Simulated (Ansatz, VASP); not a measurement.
## SiPd3Pt in VASP and in Ansatz

```
Si Pd Pt
1.0
     4.85946    0.00000    0.00000
     0.00000    4.85946    0.00000
     0.00000    0.00000    4.85946
Si Pd Pt
1 3 1
Direct
  0.00000 0.00000 0.00000
  0.00000 0.50000 0.50000
  0.50000 0.00000 0.50000
  0.50000 0.50000 0.00000
  0.50000 0.50000 0.50000
```

Change from the starting cell: species swapped into the ErBRh3 type (Pm-3m, No. 221).

Alike in both runs: functional PBE; k mesh 8 × 8 × 8; occupations gaussian, width 0.1 eV; no spin polarisation.

Ansatz relaxed the structure, and its values are those at the end. VASP's run is a single point on that final structure, the one shown.

|  | VASP | Ansatz |
| --- | --- | --- |
| version | VASP 6.6.1 | Ansatz 0.2.0 |
| potentials or method | VASP PAW PBE potentials, release 64 (Si, Pd, Pt), cutoff 520 eV | scalar-relativistic, plane waves, PAW |
| valence electrons in the cell | 44 | 76 |

VASP gave:

- gap on the k mesh at the Fermi level (eV): none
- pressure (GPa): -0.3

Q: Estimate Ansatz's values.

A: gap on the k mesh at the Fermi level (eV): none; pressure (GPa): 0.0.

A gap of «none» marks a metal or a gap that the smearing closes. VASP's potentials hold 44 valence electrons a cell and Ansatz's 76, so a difference there can come from the potentials and not from the codes.

Neither program's run includes spin-orbit coupling.
